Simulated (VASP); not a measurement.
# NiO2 (P6_3/mmc) in VASP: notebook

Runs on NiO2. Level: r2SCAN. Tasks: single point, relaxation of cell and atoms.

Program: VASP 6.6.1. These are calculated values, not measurements. Logs are shortened: lines on timing, memory, paths and dates and some standing lists are left out, and cuts for length are marked.

## 1. The cell of the first run

It takes space group P6_3/mmc (No. 194, hexagonal). Conventional cell: a = 2.775 Å, b = 2.775 Å, c = 10.346 Å, α = 90.00°, β = 90.00°, γ = 120.00°. Ni (site symmetry -3m) has 6 O at 1.86 Å within 2.5 Å. O (site symmetry 3m) has 3 Ni at 1.86 Å and 3 O at 2.47 Å within 2.5 Å.

## 2. Single point, r2SCAN

POSCAR

```
NiO2
1.0
    2.7747879203      0.0000000000      0.0000000000
   -1.3873939602      2.4030368291      0.0000000000
    0.0000000000      0.0000000000     10.3455472625
Ni O
2 4
Direct
    0.0000000000      0.0000000000      0.0000000000
    0.0000000000      0.0000000000      0.5000000000
    0.6666666667      0.3333333333      0.0909520246
    0.6666666667      0.3333333333      0.4090479754
    0.3333333333      0.6666666667      0.9090479754
    0.3333333333      0.6666666667      0.5909520246
```

INCAR.step1

```
SYSTEM = NiO2
PREC     = Accurate       ! precision mode
ENCUT    = 520            ! plane-wave cutoff, eV
ISMEAR   = 0              ! smearing method
SIGMA    = 0.1            ! smearing width, eV
LREAL    = .FALSE.        ! projectors in reciprocal space
LASPH    = .TRUE.         ! aspherical terms in the spheres
NELM     = 80             ! most SCF steps
NBANDS   = 31             ! bands
GGA      = PE             ! functional
ALGO     = Normal         ! electronic algorithm
EDIFF    = 1E-4           ! SCF threshold, eV
LWAVE    = .TRUE.         ! write WAVECAR
LCHARG   = .FALSE.        ! write CHGCAR
```

INCAR.step2

```
SYSTEM = NiO2
PREC     = Accurate       ! precision mode
ENCUT    = 520            ! plane-wave cutoff, eV
EDIFF    = 1E-6           ! SCF threshold, eV
ISMEAR   = 0              ! smearing method
SIGMA    = 0.1            ! smearing width, eV
LREAL    = .FALSE.        ! projectors in reciprocal space
LASPH    = .TRUE.         ! aspherical terms in the spheres
NELM     = 80             ! most SCF steps
ALGO     = Normal         ! electronic algorithm
ISIF     = 2              ! what is computed and relaxed
LWAVE    = .FALSE.        ! write WAVECAR
LCHARG   = .FALSE.        ! write CHGCAR
METAGGA  = R2SCAN         ! meta-GGA
LMIXTAU  = .TRUE.       
NBANDS   = 31             ! bands
ISTART   = 1
```

KPOINTS

```
Automatic mesh
0
G
  6 6 2
  0 0 0
```

Potentials or basis: VASP PAW PBE potentials, release 64 (Ni, O).

Run with:

```sh
cat potpaw_PBE.64/Ni/POTCAR potpaw_PBE.64/O/POTCAR > POTCAR
cp INCAR.step1 INCAR
mpirun -np 1 vasp_std > vasp.out
cp INCAR.step2 INCAR
mpirun -np 1 vasp_std > vasp.out
```

OUTCAR:

```text
SYSTEM = NiO2
   PREC = Accurate
   ENCUT = 520
   EDIFF = 1E-6
   ISMEAR = 0
   LREAL = .FALSE.
   LASPH = .TRUE.
   NELM = 80
   ISIF = 2
   METAGGA = R2SCAN
   ISTART = 1

 ion  position               nearest neighbor table
   1  0.000  0.000  0.000-   3 1.86   5 1.86   3 1.86   5 1.86   3 1.86   5 1.86
   2  0.000  0.000  0.500-   4 1.86   6 1.86   4 1.86   6 1.86   4 1.86   6 1.86
   3  0.667  0.333  0.091-   1 1.86   1 1.86   1 1.86
   4  0.667  0.333  0.409-   2 1.86   2 1.86   2 1.86
   5  0.333  0.667  0.909-   1 1.86   1 1.86   1 1.86
   6  0.333  0.667  0.591-   2 1.86   2 1.86   2 1.86

  LATTYP: Found a hexagonal cell.
 ALAT       =     2.7747879203
 C/A-ratio  =     3.7284100838

  Lattice vectors:

 A1 = (   2.7747879203,   0.0000000000,   0.0000000000)
 A2 = (  -1.3873939602,   2.4030368291,   0.0000000000)
 A3 = (   0.0000000000,   0.0000000000,  10.3455472625)

Analysis of symmetry for initial positions (statically):
=====================================================================
 Subroutine PRICEL returns:
 Original cell was already a primitive cell.

 Routine SETGRP: Setting up the symmetry group for a
 hexagonal supercell.

 Subroutine GETGRP returns: Found 24 space group operations
 (whereof 12 operations were pure point group operations)
 out of a pool of 24 trial point group operations.

The static configuration has the point symmetry D_3d.
 The point group associated with its full space group is D_6h.

Analysis of symmetry for dynamics (positions and initial velocities):
=====================================================================
 Subroutine PRICEL returns:
 Original cell was already a primitive cell.

 Routine SETGRP: Setting up the symmetry group for a
 hexagonal supercell.

 Subroutine GETGRP returns: Found 24 space group operations
 (whereof 12 operations were pure point group operations)
 out of a pool of 24 trial point group operations.

The dynamic configuration has the point symmetry D_3d.
 The point group associated with its full space group is D_6h.

 Subroutine INISYM returns: Found 24 space group operations
 (whereof 12 operations are pure point group operations),
 and found     1 'primitive' translations

[... 81 lines left out ...]
 SYSTEM =  NiO2
   PREC   = accura    normal or accurate (medium, high low for compatibility)
   ISTART =      1    job   : 0-new  1-cont  2-samecut
   ICHARG =      0    charge: 1-file 2-atom 10-const
   ISPIN  =      1    spin polarized calculation?
   LNONCOLLINEAR =      F non collinear calculations
   LSORBIT =      F    spin-orbit coupling
   LASPH  =      T    aspherical Exc in radial PAW
   ENCUT  =  520.0 eV  38.22 Ry    6.18 a.u.   5.16  5.16 19.24*2*pi/ulx,y,z
   NELM   =     80;   NELMIN=  2; NELMDL=  0     # of ELM steps
   EDIFF  = 0.1E-05   stopping-criterion for ELM
   LREAL  =      F    real-space projection
[... 7 lines left out ...]
   TEBEG  =    0.0;   TEEND  =   0.0 temperature during run
   PSTRESS=    0.0 pullay stress
   NELECT =      44.0000    total number of electrons
   NUPDOWN=      -1.0000    fix difference up-down
   EMIN   =  10.00;   EMAX   =-10.00  energy-range for DOS
   EFERMI =   0.00;   METHOD = LEGACY
   ISMEAR =     0;   SIGMA  =   0.10  broadening in eV -4-tet -1-fermi 0-gaus
   EFERMI_NEDOS =   21; number of points for ismear=-14 and -15
   IALGO  =     38    algorithm
   IMIX   =      4    mixing-type and parameters
     AMIX     =   0.40;   BMIX     =  1.00
     AMIX_MAG =   1.60;   BMIX_MAG =  1.00
  volume/ion in A,a.u.               =      11.50        77.59
  Fermi-wavevector in a.u.,A,eV,Ry     =   1.409217  2.663034 27.019703  1.985892
  Thomas-Fermi vector in A             =   2.531295
   LORBIT       =      0    0 simple, 1 ext, 2 COOP (PROOUT), +10 PAW based schemes
   METAGGA = R2SCAN    functional components
   LHFCALC =     F    Hartree Fock is set to
   AEXX    =    0.0000 exact exchange contribution
   IVDW    =     0    specifies the selected vdW correction
   LEPSILON=     F    determine dielectric tensor
   LRPA    =     F    only Hartree local field effects (RPA)
 non-spin polarized calculation
 Gauss-broadening in eV      SIGMA  =   0.10
  energy-cutoff  :      520.00
  volume of cell :       68.98
 maximum number of plane-waves:      1876
 NGX is ok and might be reduce to    24
   NGX = 11   NGY = 11   NGZ = 39

 number of electron      43.9999994 magnetization

 Free energy of the ion-electron system (eV)
  ---------------------------------------------------
  ext. energy  EPLUGINS =         0.00000000
  ---------------------------------------------------
  free energy    TOTEN  =       -52.88902128 eV

  energy without entropy =      -52.88902128  energy(sigma->0) =      -52.88902128

 E-fermi :   1.4299     XC(G=0): -10.6520

 val. band max:        0.9663477680   @ k =   0.1667  -0.0000   0.0000
 cond. band min:       2.6603820351   @ k =   0.3333   0.0000   0.0000
 fundamental gap:      1.6940342671
 Fermi energy:         1.4298718304

 k-point     1 :       0.0000    0.0000    0.0000
  band No.  band energies     occupation
      1     -19.4046      2.00000
      2     -19.3760      2.00000
      3     -17.0690      2.00000
      4     -17.0160      2.00000
      5      -4.6110      2.00000
      6      -4.4026      2.00000
[... 465 lines left out ...]
     30      16.4541      0.00000
     31      17.6303      0.00000

------------------------ aborting loop because EDIFF is reached ----------------------------------------

  FORCE on cell =-STRESS in cart. coord.  units (eV):
  Direction    XX          YY          ZZ          XY          YZ          ZX
  --------------------------------------------------------------------------------------
  -------------------------------------------------------------------------------------
  Total        0.5681860      0.5681860      0.3149804     -0.0000000      0.0000000      0.0000000
  in kB       13.1964585     13.1964585      7.3156083     -0.0000000      0.0000000      0.0000000
  external PRESSURE =      11.2361751 kB  Pullay stress =       0.0000000 kB

 VOLUME and BASIS-vectors are now :
 -----------------------------------------------------------------------------
  energy-cutoff  :      520.00
  volume of cell :       68.98
      direct lattice vectors                 reciprocal lattice vectors
     2.774787920  0.000000000  0.000000000     0.360387903  0.208070053  0.000000000
    -1.387393960  2.403036829  0.000000000     0.000000000  0.416140106  0.000000000
     0.000000000  0.000000000 10.345547263     0.000000000  0.000000000  0.096659942

 POSITION                                       TOTAL-FORCE (eV/Angst)
 -----------------------------------------------------------------------------------
      0.00000      0.00000      0.00000         0.000000      0.000000     -0.000000
      0.00000      0.00000      5.17277         0.000000      0.000000     -0.000000
      1.38739      0.80101      0.94095        -0.000000      0.000000      0.114821
      1.38739      0.80101      4.23183         0.000000      0.000000     -0.114821
     -0.00000      1.60202      9.40460         0.000000     -0.000000     -0.114821
     -0.00000      1.60202      6.11372        -0.000000     -0.000000      0.114821
 -----------------------------------------------------------------------------------
    total drift:                               -0.000000      0.000000      0.000000

  FREE ENERGIE OF THE ION-ELECTRON SYSTEM (eV)
  ---------------------------------------------------
  free  energy   TOTEN  =       -52.8890212759 eV

  energy  without entropy=      -52.8890212759  energy(sigma->0) =      -52.88902128
```

OUTCAR.step1:

```text
SYSTEM = NiO2
   PREC = Accurate
   ENCUT = 520
   ISMEAR = 0
   LREAL = .FALSE.
   LASPH = .TRUE.
   NELM = 80
[... 702 lines left out ...]
      1.38739      0.80101      4.23183         0.000000      0.000000     -0.481199
     -0.00000      1.60202      9.40460         0.000000      0.000000     -0.481199
     -0.00000      1.60202      6.11372        -0.000000     -0.000000      0.481199
 -----------------------------------------------------------------------------------
    total drift:                               -0.000000      0.000000      0.000000

  FREE ENERGIE OF THE ION-ELECTRON SYSTEM (eV)
  ---------------------------------------------------
  free  energy   TOTEN  =       -34.8679029105 eV

  energy  without entropy=      -34.8679029105  energy(sigma->0) =      -34.86790291
```

Run time: 80 s. Hardware: 1 thread of Intel Xeon 6975P-C (Granite Rapids), shared host; peak memory 0.21 GiB.

Results:

```yaml
Free_energy: -52.8890 eV
Pressure: 1.1 GPa
Largest_force: 0.115 eV/Å
Band_gap_on_the_k_mesh: 1.69 eV (least direct gap 1.95 eV)
```

Forces in eV/Å, atoms in the order of the input:
```
Ni   0.000  0.000  0.000
Ni   0.000  0.000  0.000
O    0.000  0.000  0.115
O    0.000  0.000 -0.115
O    0.000  0.000 -0.115
O    0.000  0.000  0.115
```

Caveat: the k points lie up to 0.44 Å⁻¹ apart; the PAW data sets were made with another functional, which shifts forces and pressure a little; the run has no spin polarisation, though such a crystal can be magnetic.

[end of part 1 of 3]
